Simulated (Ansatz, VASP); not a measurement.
**One calculation of C, two programs**

```
CELL_PARAMETERS angstrom
-1.16090 1.16090 1.16090
1.16090 -1.16090 1.16090
1.16090 1.16090 -1.16090
ATOMIC_POSITIONS crystal
C 0.00000 0.00000 0.00000
```

Alike in both runs: task relaxation of cell and atoms; functional PBEsol; k mesh 32 × 32 × 32; occupations gaussian, width 0.1 eV; no spin polarisation.

|  | VASP | Ansatz |
| --- | --- | --- |
| version | VASP 6.6.1 | Ansatz 0.2.0 |
| potentials or method | VASP PAW PBE potentials, release 64 (C), cutoff 600 eV | scalar-relativistic, plane waves, PAW |
| valence electrons in the cell | 4 | 4 |

```tsv
	VASP	Ansatz	Ansatz less VASP
gap on the k mesh at the Fermi level, each at its own relaxed structure (eV)	none	none	-
relaxed volume (Å³/atom)	6.43	6.43	-0.002
relaxed cell length with the largest relative difference (Å)	2.029	2.029	-0.0002
```

VASP's potentials were made for PBE, not for PBEsol. A gap of «none» marks a metal or a gap that the smearing closes.
